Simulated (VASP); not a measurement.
**RbBr: single point with r2SCAN**

RbBr:

```
CELL_PARAMETERS angstrom
0.00000 3.46083 3.46083
3.27083 0.00000 3.46083
3.27083 3.46083 0.00000
ATOMIC_POSITIONS crystal
Rb 0.00000 0.00000 0.00000
Br 0.50000 0.50000 0.50000
```

This cell differs from its parent crystal: uniaxial x strain -5.5%.

```yaml
Program: VASP 6.6.1
Task: single point
Functional: r2SCAN
Potentials_or_basis: VASP PAW PBE potentials, release 64 (Rb_sv, Br)
Cutoff: 520 eV
k_mesh: 6 × 6 × 6
Occupations: gaussian, width 0.01 eV
Spin: no spin polarisation
```

```yaml
Pressure: 1.2 GPa
Band_gap_on_the_k_mesh: 4.96 eV, direct
```

Stress tensor (GPa, compression positive):
```
2.91 0.00 0.00
0.00 0.27 0.00
0.00 0.00 0.27
```

Levels at points of the mesh, in eV from the valence-band top:
```tsv
k point	band 4	band 5	band 6	band 7	band 8	band 9	band 10	band 11	band 12	band 13
(0.00, 0.00, 0.00)	-8.69	-8.69	-0.09	-0.09	0.00	4.96	7.71	7.71	8.06	8.74
(0.50, 0.00, 0.00)	-8.70	-8.61	-1.09	-0.45	-0.44	7.29	8.29	10.23	10.27	10.68
(0.50, 0.50, 0.00)	-8.79	-8.75	-0.60	-0.23	-0.16	6.00	7.96	9.72	10.03	10.39
(0.00, 0.50, 0.50)	-8.78	-8.78	-0.45	-0.28	-0.28	5.90	8.05	9.92	10.13	10.48
```

It took 2 min on 1 thread of Oxide Virtual Turin-like Processor, on a shared host, peak memory 0.2 GiB.

Caveat: the cell differs from its parent crystal (uniaxial x strain -5.5%); the PAW data sets were made with another functional, which shifts forces and pressure a little.
